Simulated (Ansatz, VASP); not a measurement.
ZnSe: VASP beside Ansatz

```
Zn Se
1.0
     0.00000    2.80628    2.80628
     2.80628    0.00000    2.80628
     2.80628    2.80628    0.00000
Zn Se
1 1
Direct
  0.00000 0.00000 0.00000
  0.75000 0.75000 0.75000
```

Alike in both runs: task single point; functional PBEsol; k mesh 8 × 8 × 8; occupations gaussian, width 0.02 eV; no spin polarisation.

|  | VASP | Ansatz |
| --- | --- | --- |
| version | VASP 6.6.1 | Ansatz 0.2.0 |
| potentials or method | VASP PAW PBE potentials, release 64 (Zn, Se), cutoff 520 eV | scalar-relativistic, plane waves, PAW |
| valence electrons in the cell | 18 | 28 |

```csv
,VASP,Ansatz,Ansatz less VASP
gap on the k mesh at the Fermi level (eV),1.29,1.28,-0.005
least direct gap on the mesh (eV),1.29,1.28,-0.005
pressure (GPa),1.0,0.7,-0.28
```

VASP's potentials were made for PBE, not for PBEsol. VASP's potentials hold 18 valence electrons a cell and Ansatz's 28, so a difference there can come from the potentials and not from the codes.
